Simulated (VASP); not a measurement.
Wanted: the native input for a VASP 6.6.1 run.

| Quantity | Value |
| --- | --- |
| Task | single point |
| Functional | PBEsol |
| Potentials or basis | VASP PAW PBE potentials, release 64 (Ge_d) |
| Cutoff | 520 eV |
| k mesh | 12 × 12 × 6 |
| Occupations | gaussian, width 0.1 eV |
| Spin | no spin polarisation |
| Dipole correction | no |
| Further INCAR settings | ALGO = Normal; EDIFF = 1e-06; NBANDS = 36 |

The structure of Ge lies in POSCAR:

```
Ge
1.0
    3.9376007369      0.0000000000      0.0000000000
   -1.9688003685      3.4100622681      0.0000000000
    0.0000000000      0.0000000000      6.6270728743
Ge
4
Direct
    0.3333333333      0.6666666667      0.0012554801
    0.6666666667      0.3333333333      0.5012554801
    0.3333333333      0.6666666667      0.3727445199
    0.6666666667      0.3333333333      0.8727445199
```

This isn't the form of Ge at room conditions, which is diamond.

This cell differs from its parent crystal: strained cell.

These files were run (other wordings do the same):

INCAR

```
SYSTEM = Ge
PREC = Accurate ; ENCUT = 520
EDIFF = 1E-6 ; ISMEAR = 0
SIGMA = 0.1 ; LREAL = .False.
LASPH = .True. ; NELM = 100
ALGO = Normal ; ISIF = 2
LWAVE = .False. ; LCHARG = .False.
GGA = PS ; NBANDS = 36
```

KPOINTS

```
Automatic mesh
0
Gamma
  12 12 6
  0 0 0
```

Potentials or basis: VASP PAW PBE potentials, release 64 (Ge_d).

The run is started by

```bash
$ cat potpaw_PBE.64/Ge_d/POTCAR > POTCAR
$ mpirun -np 1 vasp_std > vasp.out
```

Results of the run:

```
Pressure : 1.6 GPa
```

Caveat: the cell differs from its parent crystal (strained cell); the PAW data sets were made with another functional, which shifts forces and pressure a little.

It took 99 s on 1 thread of Intel(R) Xeon(R) 6975P-C (Granite Rapids), with other jobs on the host, peak memory 0.3 GiB.
